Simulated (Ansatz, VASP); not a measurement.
**One calculation of Ti, two programs**

```
Ti
1.0
    -1.20087    1.20087    1.20087
     1.20087   -1.20087    1.20087
     1.20087    1.20087   -1.20087
Ti
1
Direct
  0.00000 0.00000 0.00000
```

Change from the starting cell: volume scaled by 0.4, PAW files.

Alike in both runs: task single point; functional PBE; k mesh 16 × 16 × 16; occupations fermi-dirac, width 0.1 eV; no spin polarisation.

|  | VASP | Ansatz |
| --- | --- | --- |
| version | VASP 6.6.1 | Ansatz 0.2.0 |
| potentials or method | VASP PAW PBE potentials, release 64 (Ti_sv) | PAW with Ansatz's default frozen-core files, scalar-relativistic |
| plane-wave cutoff (eV) | 520 | 420 |
| valence electrons in the cell | 12 | 12 |

VASP gave:

| Quantity | Value |
| --- | --- |
| pressure (GPa) | 392.5 |

Q: Estimate Ansatz's values.

A: Pressure (GPa): 375.3.

Both programs put the cell under a high pressure, so it lies far from rest at this level.

Noted on VASP's run: the cell as given lies far from equilibrium.
